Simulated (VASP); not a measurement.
# In (P6_3/mmc) in VASP: further runs

In is run at these levels: r2SCAN; tasks: single point.

All numbers are computed with VASP 6.6.1; they aren't measurements. Logs are shortened: lines on timing, memory, paths and dates and some standing lists are left out, and cuts for length are marked.

**1. The cell of the first run**

Symmetry: P6_3/mmc, No. 194, hexagonal system. Conventional cell: a = 3.307 Å, b = 3.307 Å, c = 5.463 Å, α = 90.00°, β = 90.00°, γ = 120.00°. Within 4.3 Å of In (site symmetry -6m2) lie 12 In at 3.31 to 3.33 Å.

This isn't the form of In at room conditions, which is tetragonal.

**2. Single point, r2SCAN**

The input, POSCAR:

```
In
1.0
    3.3074543890      0.0000000000      0.0000000000
   -1.6537266987      2.8643397767      0.0000000000
    0.0000000000      0.0000000000      5.4628454918
In
2
Direct
    0.3333333333      0.6666666667      0.2500000000
    0.6666666667      0.3333333333      0.7500000000
```

The input, INCAR.step1:

```
ALGO = Normal
EDIFF = 1E-4
ENCUT = 520
GGA = PE
ISMEAR = -1
LASPH = T
LCHARG = F
LREAL = F
LWAVE = T
NBANDS = 20
NELM = 80
PREC = Accurate
SIGMA = 0.1
```

The input, INCAR.step2:

```
ALGO = Normal
EDIFF = 1E-7
ENCUT = 520
ISIF = 2
ISMEAR = -1
ISTART = 1
LASPH = T
LCHARG = T
LELF = T
LMIXTAU = T
LREAL = F
LVHAR = T
LWAVE = F
METAGGA = R2SCAN
NBANDS = 20
NELM = 80
PREC = Accurate
SIGMA = 0.1
```

The input, KPOINTS:

```
k-points
0
Gamma
  8 8 4
```

Potentials or basis: VASP PAW PBE potentials, release 64 (In_d).

The run is started by

```bash
$ cat potpaw_PBE.64/In_d/POTCAR > POTCAR
$ cp INCAR.step1 INCAR
$ mpirun -np 1 vasp_std > vasp.out
$ cp INCAR.step2 INCAR
$ mpirun -np 1 vasp_std > vasp.out
```

OUTCAR:

```text
EDIFF = 1E-7
   ENCUT = 520
   ISIF = 2
   ISMEAR = -1
   ISTART = 1
   LASPH = T
   LREAL = F
   METAGGA = R2SCAN
   NELM = 80
   PREC = Accurate

 ion  position               nearest neighbor table
   1  0.333  0.667  0.250-   2 3.33   2 3.33   2 3.33   2 3.33   2 3.33   2 3.33
   2  0.667  0.333  0.750-   1 3.33   1 3.33   1 3.33   1 3.33   1 3.33   1 3.33

  LATTYP: Found a hexagonal cell.
 ALAT       =     3.3074543890
 C/A-ratio  =     1.6516767427

  Lattice vectors:

 A1 = (   3.3074543890,   0.0000000000,   0.0000000000)
 A2 = (  -1.6537266987,   2.8643397767,   0.0000000000)
 A3 = (   0.0000000000,   0.0000000000,   5.4628454918)

Analysis of symmetry for initial positions (statically):
=====================================================================
 Subroutine PRICEL returns:
 Original cell was already a primitive cell.

 Routine SETGRP: Setting up the symmetry group for a
 hexagonal supercell.

 Subroutine GETGRP returns: Found 24 space group operations
 (whereof 12 operations were pure point group operations)
 out of a pool of 24 trial point group operations.

The static configuration has the point symmetry D_3d.
 The point group associated with its full space group is D_6h.

Analysis of symmetry for dynamics (positions and initial velocities):
=====================================================================
 Subroutine PRICEL returns:
 Original cell was already a primitive cell.

 Routine SETGRP: Setting up the symmetry group for a
 hexagonal supercell.

 Subroutine GETGRP returns: Found 24 space group operations
 (whereof 12 operations were pure point group operations)
 out of a pool of 24 trial point group operations.

The dynamic configuration has the point symmetry D_3d.
 The point group associated with its full space group is D_6h.

 Subroutine INISYM returns: Found 24 space group operations
 (whereof 12 operations are pure point group operations),
 and found     1 'primitive' translations

----------------------------------------------------------------------------------------

                                     Primitive cell

  volume of cell :      51.7532

  direct lattice vectors                    reciprocal lattice vectors
     3.307454389  0.000000000  0.000000000     0.302347329  0.174560244  0.000000000
    -1.653726699  2.864339777  0.000000000     0.000000000  0.349120593  0.000000000
     0.000000000  0.000000000  5.462845492     0.000000000  0.000000000  0.183054784

  length of vectors
     3.307454389  3.307454361  5.462845492     0.349120590  0.349120593  0.183054784

  position of ions in fractional coordinates (direct lattice)
     0.333333333  0.666666667  0.250000000
     0.666666667  0.333333333  0.750000000

  ion indices of the primitive-cell ions
   primitive index   ion index
                 1           1
                 2           2

----------------------------------------------------------------------------------------

 KPOINTS: k-points

Automatic generation of k-mesh.
 Grid dimensions read from file:
 generate k-points for:    8    8    4

 Generating k-lattice:

  Cartesian coordinates                     Fractional coordinates (reciprocal lattice)
     0.037793416  0.021820030  0.000000000     0.125000000 -0.000000000  0.000000000
     0.000000000  0.043640074  0.000000000     0.000000000  0.125000000  0.000000000
     0.000000000  0.000000000  0.045763696     0.000000000  0.000000000  0.250000000

  Length of vectors
     0.043640074  0.043640074  0.045763696

  Shift w.r.t. Gamma in fractional coordinates (k-lattice)
     0.000000000  0.000000000  0.000000000

 Subroutine IBZKPT returns following result:
 ===========================================

 Found     30 irreducible k-points:

 Following reciprocal coordinates:
            Coordinates               Weight
  0.000000  0.000000  0.000000      1.000000
  0.125000  0.000000  0.000000      6.000000
  0.250000  0.000000  0.000000      6.000000
  0.375000  0.000000  0.000000      6.000000
  0.500000  0.000000  0.000000      3.000000
  0.125000  0.125000  0.000000      6.000000
[... 16 lines left out ...]
  0.250000  0.000000  0.500000      6.000000
  0.375000  0.000000  0.500000      6.000000
 [... further k-points ...]
   k-points           NKPTS =     30   k-points in BZ     NKDIM =     30   number of bands    NBANDS=     20
   number of dos      NEDOS =    301   number of ions     NIONS =      2
   total plane-waves  NPLWV =  32928
   dimension x,y,z NGX =    28 NGY =   28 NGZ =   42
   dimension x,y,z NGXF=    56 NGYF=   56 NGZF=   84
   ions per type =               2
   NGX,Y,Z   is equivalent  to a cutoff of  14.07, 14.07, 12.78 a.u.
   NGXF,Y,Z  is equivalent  to a cutoff of  28.15, 28.15, 25.56 a.u.
 SYSTEM =  unknown system
   PREC   = accura    normal or accurate (medium, high low for compatibility)
   ISTART =      1    job   : 0-new  1-cont  2-samecut
   ICHARG =      0    charge: 1-file 2-atom 10-const
   ISPIN  =      1    spin polarized calculation?
   LNONCOLLINEAR =      F non collinear calculations
   LSORBIT =      F    spin-orbit coupling
   LASPH  =      T    aspherical Exc in radial PAW
   ENCUT  =  520.0 eV  38.22 Ry    6.18 a.u.   6.15  6.15 10.16*2*pi/ulx,y,z
   NELM   =     80;   NELMIN=  2; NELMDL=  0     # of ELM steps
   EDIFF  = 0.1E-06   stopping-criterion for ELM
   LREAL  =      F    real-space projection
   EDIFFG = 0.1E-05   stopping-criterion for IOM
   NSW    =      0    number of steps for IOM
   IBRION =     -1    ionic relax: 0-MD 1-quasi-New 2-CG
   NFREE  =      0    steps in history (QN), initial steepest desc. (CG)
   ISIF   =      2    stress and relaxation
   ISYM   =      2    0-nonsym 1-usesym 2-fastsym
   POTIM  = 0.5000    time-step for ionic-motion
   TEBEG  =    0.0;   TEEND  =   0.0 temperature during run
   PSTRESS=    0.0 pullay stress
   NELECT =      26.0000    total number of electrons
   NUPDOWN=      -1.0000    fix difference up-down
   EMIN   =  10.00;   EMAX   =-10.00  energy-range for DOS
   EFERMI =   0.00;   METHOD = LEGACY
   ISMEAR =    -1;   SIGMA  =   0.10  broadening in eV -4-tet -1-fermi 0-gaus
   EFERMI_NEDOS =   21; number of points for ismear=-14 and -15
   IALGO  =     38    algorithm
   IMIX   =      4    mixing-type and parameters
     AMIX     =   0.40;   BMIX     =  1.00
     AMIX_MAG =   1.60;   BMIX_MAG =  1.00
  volume/ion in A,a.u.               =      25.88       174.62
  Fermi-wavevector in a.u.,A,eV,Ry     =   1.301428  2.459342 23.044392  1.693715
  Thomas-Fermi vector in A             =   2.432562
   LORBIT       =      0    0 simple, 1 ext, 2 COOP (PROOUT), +10 PAW based schemes
   METAGGA = R2SCAN    functional components
   LHFCALC =     F    Hartree Fock is set to
   AEXX    =    0.0000 exact exchange contribution
   IVDW    =     0    specifies the selected vdW correction
   LEPSILON=     F    determine dielectric tensor
   LRPA    =     F    only Hartree local field effects (RPA)
 non-spin polarized calculation
  energy-cutoff  :      520.00
  volume of cell :       51.75
 maximum number of plane-waves:      1408
 NGX is ok and might be reduce to    28
   NGX = 13   NGY = 13   NGZ = 21

 number of electron      25.9999998 magnetization

 Free energy of the ion-electron system (eV)
  ---------------------------------------------------
  ext. energy  EPLUGINS =         0.00000000
  ---------------------------------------------------
  free energy    TOTEN  =       -45.05087299 eV

  energy without entropy =      -45.00628709  energy(sigma->0) =      -45.02858004

 E-fermi :   7.6910     XC(G=0): -11.1432

 val. band max:        7.4718829867   @ k =   0.2500   0.2500   0.0000
 cond. band min:       7.7561022291   @ k =   0.1250   0.1250   0.2500
 fundamental gap:      0.2842192424
 Fermi energy:         7.6909948746

 k-point     1 :       0.0000    0.0000    0.0000
  band No.  band energies     occupation
      1      -7.7232      2.00000
      2      -7.6512      2.00000
      3      -7.5998      2.00000
      4      -7.5998      2.00000
      5      -7.5694      2.00000
      6      -7.5694      2.00000
[... 12 lines left out ...]
     19      19.2567      0.00000
     20      19.7334      0.00000

 k-point     2 :       0.1250    0.0000    0.0000
  band No.  band energies     occupation
      1      -7.7081      2.00000
      2      -7.6492      2.00000
      3      -7.5860      2.00000
      4      -7.5598      2.00000
      5      -7.5517      2.00000
      6      -7.5324      2.00000
[... 12 lines left out ...]
     19      19.3187      0.00000
     20      20.2078      0.00000

 k-point     3 :       0.2500    0.0000    0.0000
  band No.  band energies     occupation
      1      -7.7590      2.00000
      2      -7.6201      2.00000
      3      -7.6089      2.00000
      4      -7.5729      2.00000
      5      -7.5643      2.00000
      6      -7.4616      2.00000
[... 12 lines left out ...]
     19      18.1745      0.00000
     20      19.8034      0.00000

 k-point     4 :       0.3750    0.0000    0.0000
  band No.  band energies     occupation
      1      -7.8236      2.00000
      2      -7.6963      2.00000
      3      -7.6567      2.00000
      4      -7.6010      2.00000
      5      -7.5006      2.00000
      6      -7.4774      2.00000
[... 12 lines left out ...]
     19      17.0195      0.00000
     20      18.9246      0.00000

 k-point     5 :       0.5000    0.0000    0.0000
  band No.  band energies     occupation
      1      -7.8503      2.00000
      2      -7.7340      2.00000
      3      -7.6742      2.00000
      4      -7.6154      2.00000
      5      -7.4982      2.00000
      6      -7.4712      2.00000
[... 12 lines left out ...]
     19      16.5987      0.00000
     20      18.5995      0.00000

 k-point     6 :       0.1250    0.1250    0.0000
  band No.  band energies     occupation
      1      -7.6869      2.00000
      2      -7.6734      2.00000
      3      -7.5755      2.00000
      4      -7.5641      2.00000
      5      -7.5551      2.00000
      6      -7.5417      2.00000
[... 12 lines left out ...]
     19      18.7753      0.00000
     20      19.1787      0.00000

 k-point     7 :       0.2500    0.1250    0.0000
  band No.  band energies     occupation
      1      -7.7440      2.00000
      2      -7.6648      2.00000
      3      -7.6289      2.00000
      4      -7.5949      2.00000
      5      -7.5391      2.00000
      6      -7.4531      2.00000
[... 12 lines left out ...]
     19      17.1673      0.00000
     20      18.6822      0.00000
[... 277 lines left out ...]
 k-point    20 :       0.3750    0.2500    0.2500
  band No.  band energies     occupation
      1      -7.7154      2.00000
      2      -7.6719      2.00000
      3      -7.6425      2.00000
      4      -7.5658      2.00000
      5      -7.5231      2.00000
      6      -7.4136      2.00000
[... 12 lines left out ...]
     19      16.0562      0.00000
     20      21.4959      0.00000

 k-point    21 :       0.0000    0.0000    0.5000
  band No.  band energies     occupation
      1      -7.6764      2.00000
      2      -7.6764      2.00000
      3      -7.6147      2.00000
      4      -7.6147      2.00000
      5      -7.6147      2.00000
      6      -7.6147      2.00000
[... 12 lines left out ...]
     19      19.5316      0.00000
     20      19.5316      0.00000

 k-point    22 :       0.1250    0.0000    0.5000
  band No.  band energies     occupation
      1      -7.6729      2.00000
      2      -7.6729      2.00000
      3      -7.6124      2.00000
      4      -7.6124      2.00000
      5      -7.5728      2.00000
      6      -7.5728      2.00000
[... 12 lines left out ...]
     19      18.4497      0.00000
     20      18.4497      0.00000

 k-point    23 :       0.2500    0.0000    0.5000
  band No.  band energies     occupation
      1      -7.7095      2.00000
      2      -7.7095      2.00000
      3      -7.6149      2.00000
      4      -7.6149      2.00000
      5      -7.4875      2.00000
      6      -7.4875      2.00000
[... 12 lines left out ...]
     19      17.4133      0.00000
     20      17.4133      0.00000

 k-point    24 :       0.3750    0.0000    0.5000
  band No.  band energies     occupation
      1      -7.7477      2.00000
      2      -7.7477      2.00000
      3      -7.6785      2.00000
      4      -7.6785      2.00000
      5      -7.4566      2.00000
      6      -7.4566      2.00000
[... 12 lines left out ...]
     19      16.8035      0.00000
     20      16.8035      0.00000

 [... further k-points ...]

------------------------ aborting loop because EDIFF is reached ----------------------------------------

  FORCE on cell =-STRESS in cart. coord.  units (eV):
  Direction    XX          YY          ZZ          XY          YZ          ZX
  --------------------------------------------------------------------------------------
  -------------------------------------------------------------------------------------
  Total        0.1312317      0.1312318      0.6813571      0.0000000      0.0000000      0.0000000
  in kB        4.0626753      4.0626760     21.0934721      0.0000007      0.0000000      0.0000000
  external PRESSURE =       9.7396078 kB  Pullay stress =       0.0000000 kB

 VOLUME and BASIS-vectors are now :
 -----------------------------------------------------------------------------
  energy-cutoff  :      520.00
  volume of cell :       51.75
      direct lattice vectors                 reciprocal lattice vectors
     3.307454389  0.000000000  0.000000000     0.302347329  0.174560244  0.000000000
    -1.653726699  2.864339777  0.000000000     0.000000000  0.349120593  0.000000000
     0.000000000  0.000000000  5.462845492     0.000000000  0.000000000  0.183054784

 POSITION                                       TOTAL-FORCE (eV/Angst)
 -----------------------------------------------------------------------------------
      0.00000      1.90956      1.36571        -0.000000      0.000000      0.000000
      1.65373      0.95478      4.09713         0.000000      0.000000      0.000000
 -----------------------------------------------------------------------------------
    total drift:                               -0.000000      0.000000     -0.000000

  FREE ENERGIE OF THE ION-ELECTRON SYSTEM (eV)
  ---------------------------------------------------
  free  energy   TOTEN  =       -45.0508729948 eV

  energy  without entropy=      -45.0062870933  energy(sigma->0) =      -45.02858004
```

Wall time 88 s (1 thread of Intel Xeon 6975P-C (Granite Rapids), shared host); peak memory 0.19 GiB.

What came out:

```yaml
Free_energy: -45.0509 eV
Pressure: 1.0 GPa
Band_gap_on_the_k_mesh: zero (bands 13 and 14 overlap by 6.72 eV)
```

Caveat: the PAW data sets were made with another functional, which shifts forces and pressure a little; spin-orbit coupling is left out, which moves the levels of the heavy elements.

**3. Single point, r2SCAN**

This run uses another cell than the first one, of 26.54 Å³/atom.

The input, POSCAR:

```
In
1.0
    3.3354850000      0.0000000000      0.0000000000
   -1.6677420000      2.8886150000      0.0000000000
    0.0000000000      0.0000000000      5.5091430000
In
2
Direct
    0.3333333333      0.6666666667      0.2500000000
    0.6666666667      0.3333333333      0.7500000000
```

The input, INCAR.step1:

```
SYSTEM = In
  PREC = Accurate
  ENCUT = 520
  ISMEAR = -1
  SIGMA = 0.1
  LREAL = .False.
  LASPH = .True.
  NELM = 60
  NBANDS = 20
  GGA = PE
  ALGO = Normal
  EDIFF = 1E-4
  LWAVE = .True.
  LCHARG = .False.
```

The input, INCAR.step2:

```
SYSTEM = In
  PREC = Accurate
  ENCUT = 520
  EDIFF = 1E-6
  ISMEAR = -1
  SIGMA = 0.1
  LREAL = .False.
  LASPH = .True.
  NELM = 60
  ALGO = Normal
  ISIF = 2
  LWAVE = .False.
  LCHARG = .True.
  METAGGA = R2SCAN
  LMIXTAU = .True.
  LELF = .True.
  LVHAR = .True.
  NBANDS = 20
  ISTART = 1
```

The input, KPOINTS:

```
Automatic mesh
0
Gamma
  8 8 4
  0 0 0
```

Potentials or basis: VASP PAW PBE potentials, release 64 (In_d).

The run is started by

```bash
$ cat potpaw_PBE.64/In_d/POTCAR > POTCAR
$ cp INCAR.step1 INCAR
$ mpirun -np 1 vasp_std > vasp.out
$ cp INCAR.step2 INCAR
$ mpirun -np 1 vasp_std > vasp.out
```

Run time: 56 s. Hardware: 1 thread of Intel Xeon 6975P-C (Granite Rapids), shared host; peak memory 0.19 GiB.

Results (log left out):

```yaml
Free_energy: -45.0551 eV
Pressure: -0.2 GPa
Band_gap_on_the_k_mesh: zero (bands 13 and 14 overlap by 6.56 eV)
```

Stress tensor (GPa, compression positive):
```
-0.73  0.00  0.00
 0.00 -0.73  0.00
 0.00  0.00  0.92
```

Levels at points of the mesh, in eV from the Fermi level:
```csv
k point,band 9,band 10,band 11,band 12,band 13,band 14,band 15,band 16,band 17,band 18
"(0.00, 0.00, 0.00)",-14.98,-14.98,-10.01,-4.68,-3.63,8.79,8.79,10.69,10.69,10.82
"(0.50, 0.00, 0.00)",-14.94,-14.92,-5.10,-4.36,0.14,0.26,0.83,3.03,4.25,7.85
"(0.00, 0.00, 0.50)",-15.04,-15.04,-8.58,-8.58,3.01,3.01,9.86,9.86,9.86,9.86
"(0.50, 0.00, 0.50)",-14.93,-14.93,-3.75,-3.75,-2.84,-2.84,5.84,5.84,6.35,6.35
```

Caveat: the PAW data sets were made with another functional, which shifts forces and pressure a little; spin-orbit coupling is left out, which moves the levels of the heavy elements.
